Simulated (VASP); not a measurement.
# Sb (R-3m) in VASP: further runs, part 2 of 2

VASP 6.6.1. Earlier steps stand in the parts before.

**3. Single point, r2SCAN (30.63 Å³/atom)**

This run uses another cell than the first one, of 30.63 Å³/atom.

File POSCAR:

```
Sb
1.0
    2.1622907142      1.2483991259      3.7819194871
   -2.1622907142      1.2483991259      3.7819194871
    0.0000000000     -2.4967982518      3.7819194871
Sb
2
Direct
    0.2331146959      0.2331146959      0.2331146959
    0.7668853041      0.7668853041      0.7668853041
```

File INCAR.step1:

```
PREC     = Accurate       # precision mode
ENCUT    = 520            # plane-wave cutoff, eV
ISMEAR   = 0              # smearing method
SIGMA    = 0.1            # smearing width, eV
LREAL    = False          # projectors in reciprocal space
LASPH    = True           # aspherical terms in the spheres
NELM     = 100            # most SCF steps
NBANDS   = 12             # bands
GGA      = PE             # functional
ALGO     = Normal         # electronic algorithm
EDIFF    = 1E-4           # SCF threshold, eV
LWAVE    = True           # write WAVECAR
LCHARG   = False          # write CHGCAR
```

File INCAR.step2:

```
PREC     = Accurate       # precision mode
ENCUT    = 520            # plane-wave cutoff, eV
EDIFF    = 1E-6           # SCF threshold, eV
ISMEAR   = 0              # smearing method
SIGMA    = 0.1            # smearing width, eV
LREAL    = False          # projectors in reciprocal space
LASPH    = True           # aspherical terms in the spheres
NELM     = 100            # most SCF steps
ALGO     = Normal         # electronic algorithm
ISIF     = 2              # what is computed and relaxed
LWAVE    = False          # write WAVECAR
LCHARG   = False          # write CHGCAR
METAGGA  = R2SCAN         # meta-GGA
LMIXTAU  = True         
NBANDS   = 12             # bands
ISTART   = 1
```

File KPOINTS:

```
regular mesh
0
Gamma
  12 12 12
```

Potentials or basis: VASP PAW PBE potentials, release 64 (Sb).

Started as:

```bash
> cat potpaw_PBE.64/Sb/POTCAR > POTCAR
> cp INCAR.step1 INCAR
> mpirun -np 1 vasp_std > vasp.out
> cp INCAR.step2 INCAR
> mpirun -np 1 vasp_std > vasp.out
```

OUTCAR:

```text
PREC = Accurate
   ENCUT = 520
   EDIFF = 1E-6
   ISMEAR = 0
   LREAL = False
   LASPH = True
   NELM = 100
   ISIF = 2
   METAGGA = R2SCAN
   ISTART = 1

 ion  position               nearest neighbor table
   1  0.233  0.233  0.233-   2 2.92   2 2.92   2 2.92   2 3.38   2 3.38   2 3.38
   2  0.767  0.767  0.767-   1 2.92   1 2.92   1 2.92   1 3.38   1 3.38   1 3.38

  LATTYP: Found a trigonal (rhomboedric) cell.
 ALAT       =     4.5317674827
 COS(alpha) =     0.5446735026

  Lattice vectors:

 A1 = (   2.1622907142,   1.2483991259,   3.7819194871)
 A2 = (  -2.1622907142,   1.2483991259,   3.7819194871)
 A3 = (   0.0000000000,  -2.4967982518,   3.7819194871)

Analysis of symmetry for initial positions (statically):
=====================================================================
 Subroutine PRICEL returns:
 Original cell was already a primitive cell.

 Routine SETGRP: Setting up the symmetry group for a
 trigonal (rhombohedral) supercell.

 Subroutine GETGRP returns: Found 12 space group operations
 (whereof 12 operations were pure point group operations)
 out of a pool of 12 trial point group operations.

The static configuration has the point symmetry D_3d.

Analysis of symmetry for dynamics (positions and initial velocities):
=====================================================================
 Subroutine PRICEL returns:
 Original cell was already a primitive cell.

 Routine SETGRP: Setting up the symmetry group for a
 trigonal (rhombohedral) supercell.

 Subroutine GETGRP returns: Found 12 space group operations
 (whereof 12 operations were pure point group operations)
 out of a pool of 12 trial point group operations.

The dynamic configuration has the point symmetry D_3d.

 Subroutine INISYM returns: Found 12 space group operations
 (whereof 12 operations are pure point group operations),
 and found     1 'primitive' translations

----------------------------------------------------------------------------------------

                                     Primitive cell

[... 120 lines left out ...]
   LRPA    =     F    only Hartree local field effects (RPA)
 non-spin polarized calculation
 Gauss-broadening in eV      SIGMA  =   0.10
  energy-cutoff  :      520.00
  volume of cell :       61.25
 maximum number of plane-waves:      1662
 NGX is ok and might be reduce to    36
   NGX = 17   NGY = 17   NGZ = 17

 number of electron      10.0000000 magnetization

 Free energy of the ion-electron system (eV)
  ---------------------------------------------------
  ext. energy  EPLUGINS =         0.00000000
  ---------------------------------------------------
  free energy    TOTEN  =       -51.38870288 eV

  energy without entropy =      -51.38810390  energy(sigma->0) =      -51.38840339

 E-fermi :   7.1283     XC(G=0):  -9.9303

 val. band max:        7.0460969750   @ k =   0.4167   0.3333   0.3333
 cond. band min:       7.1809009224   @ k =   0.3333   0.1667   0.1667
 fundamental gap:      0.1348039474
 Fermi energy:         7.1283184074

 k-point     1 :       0.0000    0.0000    0.0000
  band No.  band energies     occupation
      1      -6.1698      2.00000
      2       2.2066      2.00000
      3       4.8309      2.00000
      4       5.0853      2.00000
      5       5.0853      2.00000
      6       9.1736      0.00000
      7       9.8337      0.00000
      8       9.8337      0.00000
      9      12.5215      0.00000
     10      12.5215      0.00000
     11      12.7426      0.00000
     12      14.2132      0.00000
[... 331 lines left out ...]
 k-point    24 :      -0.4167    0.1667   -0.0000
  band No.  band energies     occupation
      1      -3.5521      2.00000
      2      -2.7653      2.00000
      3       3.1536      2.00000
      4       4.6578      2.00000
      5       5.2887      2.00000
      6       8.0827      0.00000
      7       8.4843      0.00000
      8      10.2779      0.00000
      9      13.9848      0.00000
     10      14.5659      0.00000
     11      15.1781      0.00000
     12      17.5510      0.00000

 [... further k-points ...]

------------------------ aborting loop because EDIFF is reached ----------------------------------------

  FORCE on cell =-STRESS in cart. coord.  units (eV):
  Direction    XX          YY          ZZ          XY          YZ          ZX
  --------------------------------------------------------------------------------------
  -------------------------------------------------------------------------------------
  Total        0.4279288      0.4279288      0.4038076      0.0000000      0.0000000      0.0000000
  in kB       11.1931172     11.1931172     10.5621901      0.0000000      0.0000000      0.0000000
  external PRESSURE =      10.9828081 kB  Pullay stress =       0.0000000 kB

 VOLUME and BASIS-vectors are now :
 -----------------------------------------------------------------------------
  energy-cutoff  :      520.00
  volume of cell :       61.25
      direct lattice vectors                 reciprocal lattice vectors
     2.162290714  1.248399126  3.781919487     0.231236252  0.133504312  0.088138665
    -2.162290714  1.248399126  3.781919487    -0.231236252  0.133504312  0.088138665
     0.000000000 -2.496798252  3.781919487     0.000000000 -0.267008624  0.088138665

 POSITION                                       TOTAL-FORCE (eV/Angst)
 -----------------------------------------------------------------------------------
      0.00000      0.00000      2.64486         0.000000     -0.000000      0.045161
      0.00000      0.00000      8.70090         0.000000      0.000000     -0.045161
 -----------------------------------------------------------------------------------
    total drift:                               -0.000000      0.000000      0.000000

  FREE ENERGIE OF THE ION-ELECTRON SYSTEM (eV)
  ---------------------------------------------------
  free  energy   TOTEN  =       -51.3887028827 eV

  energy  without entropy=      -51.3881039017  energy(sigma->0) =      -51.38840339
```

Run time: 3.1 min. Hardware: 1 thread of Intel Xeon 6975P-C (Granite Rapids), shared host; peak memory 0.28 GiB.

What came out:

```yaml
Free_energy: -51.3887 eV
Pressure: 1.1 GPa
Largest_force: 0.045 eV/Å
Band_gap_on_the_k_mesh: zero (bands 5 and 6 overlap by 0.19 eV)
```

Forces on the atoms (eV/Å):
```
Sb   0.000  0.000  0.045
Sb   0.000  0.000 -0.045
```

Levels at points of the mesh, in eV from the Fermi level:
```csv
k point,band 2,band 3,band 4,band 5,band 6,band 7,band 8,band 9
"(0.00, 0.00, 0.00)",-4.92,-2.30,-2.04,-2.04,2.05,2.71,2.71,5.39
"(0.50, 0.00, 0.00)",-10.06,-2.21,-2.06,-0.40,-0.13,0.29,0.50,8.02
"(0.50, 0.50, 0.00)",-8.38,-5.66,-4.00,-3.93,1.68,5.06,5.76,7.16
"(0.50, 0.50, 0.50)",-9.33,-1.53,-1.53,-0.42,0.07,0.07,1.24,7.40
```

Caveat: the PAW data sets were made with another functional, which shifts forces and pressure a little; spin-orbit coupling is left out, which moves the levels of the heavy elements.

**4. Single point, r2SCAN**

This run uses another cell than the first one, of 31.57 Å³/atom.

File POSCAR:

```
Sb
1.0
    2.1705056182      1.2531420030      3.8694290033
   -2.1705056182      1.2531420030      3.8694290033
    0.0000000000     -2.5062840059      3.8694290033
Sb
2
Direct
    0.2313985280      0.2313985280      0.2313985280
    0.7686014720      0.7686014720      0.7686014720
```

File INCAR.step1:

```
PREC = Accurate
ENCUT = 520
ISMEAR = 0
SIGMA = 0.1
LREAL = F
LASPH = T
NELM = 80
NBANDS = 12
GGA = PE
ALGO = Normal
EDIFF = 1E-4
LWAVE = T
LCHARG = F
```

File INCAR.step2:

```
PREC = Accurate
ENCUT = 520
EDIFF = 1E-6
ISMEAR = 0
SIGMA = 0.1
LREAL = F
LASPH = T
NELM = 80
ALGO = Normal
ISIF = 2
LWAVE = F
LCHARG = F
METAGGA = R2SCAN
LMIXTAU = T
NBANDS = 12
ISTART = 1
```

File KPOINTS:

```
Automatic mesh
0
Gamma
  12 12 12
```

Started as:

```bash
> cat potpaw_PBE.64/Sb/POTCAR > POTCAR
> cp INCAR.step1 INCAR
> mpirun -np 1 vasp_std > vasp.out
> cp INCAR.step2 INCAR
> mpirun -np 1 vasp_std > vasp.out
```

Run time: 3.1 min. Hardware: 1 thread of Intel Xeon 6975P-C (Granite Rapids), shared host; peak memory 0.29 GiB.

It converged, with:

```
Free energy            : -51.3933 eV
Pressure               : 0.1 GPa
Largest force          : 0.055 eV/Å
Band gap on the k mesh : zero (bands 5 and 6 overlap by 0.14 eV)
```

Forces on the atoms (eV/Å):
```
Sb   0.000  0.000  0.055
Sb   0.000  0.000 -0.055
```

Levels at points of the mesh, in eV from the Fermi level:
```csv
k point,band 1,band 2,band 3,band 4,band 5,band 6,band 7,band 8,band 9,band 10
"(0.00, 0.00, 0.00)",-13.11,-5.10,-2.28,-1.96,-1.96,1.87,2.60,2.60,5.54,5.54
"(0.50, 0.00, 0.00)",-10.76,-9.89,-2.26,-2.17,-0.37,-0.15,0.30,0.71,7.81,8.19
"(0.50, 0.50, 0.00)",-10.76,-8.41,-5.42,-3.85,-3.77,1.68,4.87,5.73,6.84,8.89
"(0.50, 0.50, 0.50)",-11.75,-9.09,-1.51,-1.51,-0.44,0.26,0.26,1.32,7.17,8.79
```

Caveat: the PAW data sets were made with another functional, which shifts forces and pressure a little; spin-orbit coupling is left out, which moves the levels of the heavy elements.

**5. Summary**

| cell | gap on the mesh (eV) | pressure (GPa) | largest force (eV/Å) |
| --- | --- | --- | --- |
| a = 4.462 Å, angles 57.6°, 2 atoms, atomic positions A | none | 2.4 | 0.04 |
| a = 4.532 Å, angles 57.0°, 2 atoms, atomic positions B | none | 1.1 | 0.05 |
| a = 4.610 Å, angles 56.2°, 2 atoms, atomic positions C | none | 0.1 | 0.05 |

Alike in all rows: task single point; level r2SCAN; potentials or basis VASP PAW PBE potentials, release 64 (Sb); no spin polarisation; k mesh 12 × 12 × 12; cutoff (eV) 520; smearing gaussian 0.1 eV.

Caveats: the PAW data sets were made with another functional, which shifts forces and pressure a little; spin-orbit coupling is left out, which moves the levels of the heavy elements.

Total energies depend on the potentials used, so only differences within one code and one set of settings carry meaning.

The gap in the log of VASP goes by the Fermi energy; the results here count the filled bands.